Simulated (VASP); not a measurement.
A run of VASP 6.6.1 is set up as follows.

The input INCAR:

```
  PREC = Accurate
  ENCUT = 520
  EDIFF = 1E-6
  ISMEAR = 0
  SIGMA = 0.01
  LREAL = F
  LASPH = T
  NELM = 100
  ALGO = Normal
  ISIF = 2
  LWAVE = F
  LCHARG = F
  GGA = PS
  NBANDS = 36
```

The input KPOINTS:

```
Automatic mesh
0
Gamma
  6 6 6
```

File POSCAR:

```
ZnS
1.0
    1.8902985252      1.0913643628      9.2891811883
   -1.8902985252      1.0913643628      9.2891811883
    0.0000000000     -2.1827287255      9.2891811883
Zn S
3 3
Direct
    0.9999711400      0.9999711400      0.9999711400
    0.2222694100      0.2222694100      0.2222694100
    0.4446134400      0.4446134400      0.4446134400
    0.0832671700      0.0832671700      0.0832671700
    0.5278423000      0.5278423000      0.5278423000
    0.3053625400      0.3053625400      0.3053625400
```

Potentials or basis: VASP PAW PBE potentials, release 64 (Zn, S).

The run is started by

```bash
$ cat potpaw_PBE.64/Zn/POTCAR potpaw_PBE.64/S/POTCAR > POTCAR
$ mpirun -np 1 vasp_std > vasp.out
```

Task: Estimate the largest force.

Result: 0.007 eV/Å.

Task: What does it give for the band gap on the k mesh?

Result: 2.15 eV, direct.

Forces on the atoms (eV/Å):
```
Zn   0.000  0.000  0.001
Zn   0.000  0.000  0.004
Zn   0.000  0.000 -0.007
S    0.000  0.000  0.000
S    0.000  0.000 -0.002
S    0.000  0.000  0.006
```

Caveat: the PAW data sets were made with another functional, which shifts forces and pressure a little. A k mesh can miss the band edges.
